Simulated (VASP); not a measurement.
Cs3Bi, 4 atoms in the cell. Symmetry: Fm-3m, No. 225, cubic system. Conventional cell: a = 9.393 Å, b = 9.393 Å, c = 9.393 Å, α = 90.00°, β = 90.00°, γ = 90.00°. Cs (site symmetry -43m) has 10 Cs at 4.07 to 4.70 Å and 4 Bi at 4.07 Å within 5.3 Å. Within 5.3 Å of Cs (site symmetry m-3m) lie 8 Cs at 4.07 Å and 6 Bi at 4.70 Å. Bi (site symmetry m-3m) has 14 Cs at 4.07 to 4.70 Å within 5.3 Å. 

| Item | Value |
| --- | --- |
| Program | VASP 6.6.1 |
| Task | single point |
| Functional | r2SCAN |
| Potentials or basis | VASP PAW PBE potentials, release 64 (Cs_sv, Bi_d) |
| Cutoff | 520 eV |
| k mesh | 4 × 4 × 4 |
| Occupations | methfessel-paxton, width 0.1 eV |
| Spin | no spin polarisation |
| Dipole correction | no |
| Further INCAR settings | ALGO = Normal; EDIFF = 1e-06; NBANDS = 29 |

Potentials or basis: VASP PAW PBE potentials, release 64 (Cs_sv, Bi_d).

Run with:

```sh
$ cat potpaw_PBE.64/Cs_sv/POTCAR potpaw_PBE.64/Bi_d/POTCAR > POTCAR
$ cp INCAR.step1 INCAR
$ mpirun -np 1 vasp_std > vasp.out
$ cp INCAR.step2 INCAR
$ mpirun -np 1 vasp_std > vasp.out
```

Hardware: 1 thread of AMD EPYC 7R13, on a shared host.

**Question.** How long does it take, and how much memory?

**Answer.** It took 11 min on 1 thread of AMD EPYC 7R13 (shared host), peak memory 0.38 GiB. Counts: k points 8.
